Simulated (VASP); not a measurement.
Here is a VASP 6.6.1 calculation.

Contents of INCAR:

```
SYSTEM = Sr
PREC = Accurate
ENCUT = 520
EDIFF = 1E-6
ISMEAR = 0
SIGMA = 0.1
LREAL = .False.
LASPH = .True.
NELM = 60
ALGO = Fast
ISIF = 2
LWAVE = .False.
LCHARG = .False.
GGA = PE
NBANDS = 28
```

KPOINTS

```
Automatic mesh
0
Gamma
  12 12 4
  0 0 0
```

Contents of POSCAR:

```
Sr
1.0
    4.2627211507      0.0000000000      0.0000000000
   -2.1313605754      3.6916248058      0.0000000000
    0.0000000000      0.0000000000     13.9766500542
Sr
4
Direct
    0.0000000000      0.0000000000      0.0000000000
    0.3333333333      0.6666666667      0.2500000000
    0.0000000000      0.0000000000      0.5000000000
    0.6666666667      0.3333333333      0.7500000000
```

Potentials or basis: VASP PAW PBE potentials, release 64 (Sr_sv).

The run is started by

```bash
$ cat potpaw_PBE.64/Sr_sv/POTCAR > POTCAR
$ mpirun -np 1 vasp_std > vasp.out
```

(1) Predict the pressure.

(2) Estimate the band gap on the k mesh.

## Answers

(1) 0.0 GPa.

(2) zero (bands 20 and 21 overlap by 0.20 eV).
